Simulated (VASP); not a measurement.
# Au (P6_3/mmc) in VASP: relaxation of the atoms with PBE

Aim: the relaxation of the atoms of Au with PBE.

Everything below comes from runs of VASP 6.6.1. Logs are shortened: lines on timing, memory, paths and dates and some standing lists are left out, and cuts for length are marked.

### 1 The cell of the first run

It takes space group P6_3/mmc (No. 194, hexagonal). The conventional cell has a = 2.957 Å, b = 2.957 Å, c = 4.976 Å, α = 90.00°, β = 90.00°, γ = 120.00°. Au (site symmetry -6m2) has 12 Au at 2.96 to 3.02 Å within 3.9 Å.

This isn't the form of Au at room conditions, which is fcc.

### 2 Relaxation of the atoms, PBE (18.84 Å³/atom)

The input, INCAR:

```
ALGO = Normal ; EDIFF = 1E-6
EDIFFG = -0.02 ; ENCUT = 520
GGA = PE ; IBRION = 2
ISIF = 2 ; ISMEAR = -1
LASPH = True ; LCHARG = False
LREAL = False ; LWAVE = False
NELM = 60 ; NSW = 80
PREC = Accurate ; SIGMA = 0.05
```

The input, KPOINTS:

```
k-points
0
Gamma
  18 18 10
```

The input, POSCAR:

```
Au
1.0
    2.9568771850      0.0000000000      0.0000000000
   -1.4784385925      2.5607307581      0.0000000000
    0.0000000000      0.0000000000      4.9757105734
Au
2
Direct
    0.3333333333      0.6666666667      0.7500000000
    0.6666666667      0.3333333333      0.2500000000
```

Potentials or basis: VASP PAW PBE potentials, release 64 (Au).

Started as:

```
> cat potpaw_PBE.64/Au/POTCAR > POTCAR
> mpirun -np 1 vasp_std > vasp.out
```

OUTCAR:

```text
EDIFF = 1E-6
   EDIFFG = -0.02
   ENCUT = 520
   GGA = PE
   IBRION = 2
   ISIF = 2
   ISMEAR = -1
   LASPH = True
   LREAL = False
   NELM = 60
   NSW = 80
   PREC = Accurate

 ion  position               nearest neighbor table
   1  0.333  0.667  0.750-   2 3.02   2 3.02   2 3.02   2 3.02   2 3.02   2 3.02
   2  0.667  0.333  0.250-   1 3.02   1 3.02   1 3.02   1 3.02   1 3.02   1 3.02

  LATTYP: Found a hexagonal cell.
 ALAT       =     2.9568771850
 C/A-ratio  =     1.6827586207

  Lattice vectors:

 A1 = (   2.9568771850,   0.0000000000,   0.0000000000)
 A2 = (  -1.4784385925,   2.5607307581,   0.0000000000)
 A3 = (   0.0000000000,   0.0000000000,   4.9757105734)

Analysis of symmetry for initial positions (statically):
=====================================================================
 Subroutine PRICEL returns:
 Original cell was already a primitive cell.

 Routine SETGRP: Setting up the symmetry group for a
 hexagonal supercell.

 Subroutine GETGRP returns: Found 24 space group operations
 (whereof 12 operations were pure point group operations)
 out of a pool of 24 trial point group operations.

The static configuration has the point symmetry D_3d.
 The point group associated with its full space group is D_6h.

Analysis of symmetry for dynamics (positions and initial velocities):
=====================================================================
 Subroutine PRICEL returns:
 Original cell was already a primitive cell.

 Routine SETGRP: Setting up the symmetry group for a
 hexagonal supercell.

 Subroutine GETGRP returns: Found 24 space group operations
 (whereof 12 operations were pure point group operations)
 out of a pool of 24 trial point group operations.

The dynamic configuration has the point symmetry D_3d.
 The point group associated with its full space group is D_6h.

 Subroutine INISYM returns: Found 24 space group operations
 (whereof 12 operations are pure point group operations),
 and found     1 'primitive' translations

----------------------------------------------------------------------------------------

                                     Primitive cell

  volume of cell :      37.6749

  direct lattice vectors                    reciprocal lattice vectors
     2.956877185  0.000000000  0.000000000     0.338194635  0.195256763  0.000000000
    -1.478438593  2.560730758  0.000000000     0.000000000  0.390513527  0.000000000
     0.000000000  0.000000000  4.975710573     0.000000000  0.000000000  0.200976320

  length of vectors
     2.956877185  2.956877185  4.975710573     0.390513527  0.390513527  0.200976320

  position of ions in fractional coordinates (direct lattice)
     0.333333333  0.666666667  0.750000000
     0.666666667  0.333333333  0.250000000

  ion indices of the primitive-cell ions
   primitive index   ion index
                 1           1
                 2           2

----------------------------------------------------------------------------------------

 KPOINTS: k-points

Automatic generation of k-mesh.
 Grid dimensions read from file:
 generate k-points for:   18   18   10

 Generating k-lattice:

  Cartesian coordinates                     Fractional coordinates (reciprocal lattice)
     0.018788591  0.010847598  0.000000000     0.055555556 -0.000000000  0.000000000
     0.000000000  0.021695196  0.000000000     0.000000000  0.055555556  0.000000000
     0.000000000  0.000000000  0.020097632     0.000000000  0.000000000  0.100000000

  Length of vectors
     0.021695196  0.021695196  0.020097632

  Shift w.r.t. Gamma in fractional coordinates (k-lattice)
     0.000000000  0.000000000  0.000000000

 Subroutine IBZKPT returns following result:
 ===========================================

 Found    222 irreducible k-points:

 Following reciprocal coordinates:
            Coordinates               Weight
  0.000000  0.000000  0.000000      1.000000
  0.055556  0.000000  0.000000      6.000000
  0.111111  0.000000  0.000000      6.000000
  0.166667  0.000000  0.000000      6.000000
  0.222222 -0.000000  0.000000      6.000000
  0.277778  0.000000  0.000000      6.000000
[... 16 lines left out ...]
  0.333333  0.111111  0.000000     12.000000
  0.388889  0.111111  0.000000     12.000000
 [... further k-points ...]
   k-points           NKPTS =    222   k-points in BZ     NKDIM =    222   number of bands    NBANDS=     15
   number of dos      NEDOS =    301   number of ions     NIONS =      2
   total plane-waves  NPLWV =  23040
   dimension x,y,z NGX =    24 NGY =   24 NGZ =   40
   dimension x,y,z NGXF=    48 NGYF=   48 NGZF=   80
   ions per type =               2
   NGX,Y,Z   is equivalent  to a cutoff of  13.49, 13.49, 13.36 a.u.
   NGXF,Y,Z  is equivalent  to a cutoff of  26.99, 26.99, 26.73 a.u.
 SYSTEM =  unknown system
   PREC   = accura    normal or accurate (medium, high low for compatibility)
   ISTART =      0    job   : 0-new  1-cont  2-samecut
   ICHARG =      2    charge: 1-file 2-atom 10-const
   ISPIN  =      1    spin polarized calculation?
   LNONCOLLINEAR =      F non collinear calculations
   LSORBIT =      F    spin-orbit coupling
   LASPH  =      T    aspherical Exc in radial PAW
   ENCUT  =  520.0 eV  38.22 Ry    6.18 a.u.   5.50  5.50  9.25*2*pi/ulx,y,z
   NELM   =     60;   NELMIN=  2; NELMDL= -5     # of ELM steps
   EDIFF  = 0.1E-05   stopping-criterion for ELM
   LREAL  =      F    real-space projection
   EDIFFG = -.2E-01   stopping-criterion for IOM
   NSW    =     80    number of steps for IOM
   IBRION =      2    ionic relax: 0-MD 1-quasi-New 2-CG
   NFREE  =      1    steps in history (QN), initial steepest desc. (CG)
   ISIF   =      2    stress and relaxation
   ISYM   =      2    0-nonsym 1-usesym 2-fastsym
   POTIM  = 0.5000    time-step for ionic-motion
   TEBEG  =    0.0;   TEEND  =   0.0 temperature during run
   PSTRESS=    0.0 pullay stress
   NELECT =      22.0000    total number of electrons
   NUPDOWN=      -1.0000    fix difference up-down
   EMIN   =  10.00;   EMAX   =-10.00  energy-range for DOS
   EFERMI =   0.00;   METHOD = LEGACY
   ISMEAR =    -1;   SIGMA  =   0.05  broadening in eV -4-tet -1-fermi 0-gaus
   EFERMI_NEDOS =   21; number of points for ismear=-14 and -15
   IALGO  =     38    algorithm
   IMIX   =      4    mixing-type and parameters
     AMIX     =   0.40;   BMIX     =  1.00
     AMIX_MAG =   1.60;   BMIX_MAG =  1.00
  volume/ion in A,a.u.               =      18.84       127.12
  Fermi-wavevector in a.u.,A,eV,Ry     =   1.368353  2.585813 25.475428  1.872391
  Thomas-Fermi vector in A             =   2.494325
   LORBIT       =      0    0 simple, 1 ext, 2 COOP (PROOUT), +10 PAW based schemes
   GGA     = PE    functional components
   LHFCALC =     F    Hartree Fock is set to
   AEXX    =    0.0000 exact exchange contribution
   IVDW    =     0    specifies the selected vdW correction
   LEPSILON=     F    determine dielectric tensor
   LRPA    =     F    only Hartree local field effects (RPA)
 conjugate gradient relaxation of ions
 non-spin polarized calculation
  energy-cutoff  :      520.00
  volume of cell :       37.67
 maximum number of plane-waves:      1051
 NGX is ok and might be reduce to    24
   NGX = 11   NGY = 11   NGZ = 19

 number of electron      21.9999997 magnetization

 Free energy of the ion-electron system (eV)
  ---------------------------------------------------
  ext. energy  EPLUGINS =         0.00000000
  ---------------------------------------------------
  free energy    TOTEN  =        -6.39770670 eV

  energy without entropy =       -6.39146728  energy(sigma->0) =       -6.39458699

 E-fermi :   7.8573     XC(G=0): -12.1215

 val. band max:        7.8269174495   @ k =   0.2222   0.1111   0.3000
 cond. band min:       7.8835608265   @ k =   0.3889  -0.0000   0.4000
 fundamental gap:      0.0566433770
 Fermi energy:         7.8573335628

 k-point     1 :       0.0000    0.0000    0.0000
  band No.  band energies     occupation
      1      -0.9516      2.00000
      2       1.3518      2.00000
      3       3.5454      2.00000
      4       3.7947      2.00000
      5       3.7947      2.00000
      6       4.0510      2.00000
      7       4.0510      2.00000
      8       4.6525      2.00000
      9       4.6525      2.00000
     10       5.7912      2.00000
     11       5.7912      2.00000
     12       7.2039      2.00000
     13      10.0817      0.00000
     14      22.5103      0.00000
     15      23.4556      0.00000

 k-point     2 :       0.0556    0.0000    0.0000
  band No.  band energies     occupation
      1      -0.8614      2.00000
      2       1.4254      2.00000
      3       3.5203      2.00000
      4       3.8149      2.00000
      5       3.8511      2.00000
      6       4.0214      2.00000
      7       4.1037      2.00000
      8       4.5950      2.00000
      9       4.6191      2.00000
     10       5.4754      2.00000
     11       5.8047      2.00000
     12       7.6253      1.98089
     13      10.0843      0.00000
     14      22.5183      0.00000
     15      23.5792      0.00000

 k-point     3 :       0.1111    0.0000    0.0000
  band No.  band energies     occupation
      1      -0.5963      2.00000
      2       1.6323      2.00000
      3       3.4364      2.00000
      4       3.8638      2.00000
      5       3.9793      2.00000
      6       4.0168      2.00000
      7       4.2581      2.00000
      8       4.3839      2.00000
      9       4.5282      2.00000
     10       5.0050      2.00000
     11       5.8384      2.00000
     12       8.4536      0.00001
     13      10.0967      0.00000
     14      21.8787      0.00000
     15      23.4576      0.00000
[... 343 lines left out ...]
 k-point    23 :       0.3333    0.1111    0.0000
  band No.  band energies     occupation
      1       1.9506      2.00000
      2       2.1995      2.00000
      3       2.5515      2.00000
      4       3.7511      2.00000
      5       3.8109      2.00000
      6       4.0916      2.00000
      7       4.1171      2.00000
      8       5.3918      2.00000
      9       5.8766      2.00000
     10       5.8822      2.00000
     11       6.8591      2.00000
     12      11.5754      0.00000
     13      12.4368      0.00000
     14      13.9923      0.00000
     15      16.4386      0.00000

 k-point    24 :       0.3889    0.1111    0.0000
  band No.  band energies     occupation
      1       2.0539      2.00000
      2       2.1111      2.00000
      3       2.4185      2.00000
      4       3.7467      2.00000
      5       3.9943      2.00000
      6       4.1204      2.00000
      7       4.2587      2.00000
      8       5.7659      2.00000
      9       5.8753      2.00000
     10       6.0095      2.00000
     11       7.7624      1.73942
     12      10.5243      0.00000
     13      12.8121      0.00000
     14      14.8643      0.00000
     15      15.3323      0.00000

 [... further k-points ...]
[... 5 lines left out ...]
  --------------------------------------------------------------------------------------
  -------------------------------------------------------------------------------------
  Total       -1.3202133     -1.3202133     -1.2608802      0.0000000      0.0000000      0.0000000
  in kB      -56.1438725    -56.1438725    -53.6206504      0.0000000      0.0000000      0.0000000
  external PRESSURE =     -55.3027985 kB  Pullay stress =       0.0000000 kB

 VOLUME and BASIS-vectors are now :
 -----------------------------------------------------------------------------
  energy-cutoff  :      520.00
  volume of cell :       37.67
      direct lattice vectors                 reciprocal lattice vectors
     2.956877185  0.000000000  0.000000000     0.338194635  0.195256763  0.000000000
    -1.478438593  2.560730758  0.000000000     0.000000000  0.390513527  0.000000000
     0.000000000  0.000000000  4.975710573     0.000000000  0.000000000  0.200976320

 POSITION                                       TOTAL-FORCE (eV/Angst)
 -----------------------------------------------------------------------------------
     -0.00000      1.70715      3.73178        -0.000000      0.000000      0.000000
      1.47844      0.85358      1.24393         0.000000      0.000000      0.000000
 -----------------------------------------------------------------------------------
    total drift:                               -0.000000      0.000000     -0.000000

  FREE ENERGIE OF THE ION-ELECTRON SYSTEM (eV)
  ---------------------------------------------------
  free  energy   TOTEN  =        -6.3977067025 eV

  energy  without entropy=       -6.3914672808  energy(sigma->0) =       -6.39458699

 reached required accuracy - stopping structural energy minimisation
```

Run time: 37 s. Hardware: 1 thread of Intel Xeon Platinum 8488C (Sapphire Rapids), shared host; peak memory 0.24 GiB.

What came out:

| Quantity | Value |
| --- | --- |
| Free energy | -6.3977 eV |
| Pressure after relaxing | -5.5 GPa |
| Band gap on the k mesh | zero (bands 11 and 12 overlap by 6.28 eV) |

Final structure:
```
Au
1.0
     2.95688    0.00000    0.00000
    -1.47844    2.56073    0.00000
     0.00000    0.00000    4.97571
Au
2
Cartesian
  0.0000 1.7072 3.7318
  1.4784 0.8536 1.2439
```

Caveat: spin-orbit coupling is left out, which moves the levels of the heavy elements.

The gap in the log of VASP goes by the Fermi energy; the results here count the filled bands.